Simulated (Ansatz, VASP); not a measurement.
# One calculation of Tl, two programs

```xyz
2
Lattice="3.5942 0.0000 0.0000 -1.7971 3.1127 0.0000 0.0000 0.0000 5.7460" Properties=species:S:1:pos:R:3 pbc="T T T"
Tl    0.0000    2.0751    1.4365
Tl    1.7971    1.0376    4.3095
```

Change from the starting cell: strain +0.040 along x and y, +0.040 along z, atoms carried along.

Alike in both runs: task single point; functional PBEsol; k mesh 18 × 18 × 10; occupations gaussian, width 0.15 eV; no spin polarisation.

|  | VASP | Ansatz |
| --- | --- | --- |
| version | VASP 6.6.1 | Ansatz 0.2.0 |
| potentials or method | VASP PAW PBE potentials, release 64 (Tl_d), cutoff 520 eV | scalar-relativistic, plane waves, PAW |
| valence electrons in the cell | 26 | 26 |

|  | VASP | Ansatz | Ansatz less VASP |
| --- | --- | --- | --- |
| gap on the k mesh at the Fermi level (eV) | none | none | - |
| pressure (GPa) | -3.2 | -3.1 | +0.06 |
| traceless stress, the component that is largest in VASP (GPa) | -0.41 | -0.41 | +0.003 |

VASP's potentials were made for PBE, not for PBEsol. A gap of «none» marks a metal or a gap that the smearing closes.

Spin-orbit coupling is off throughout.
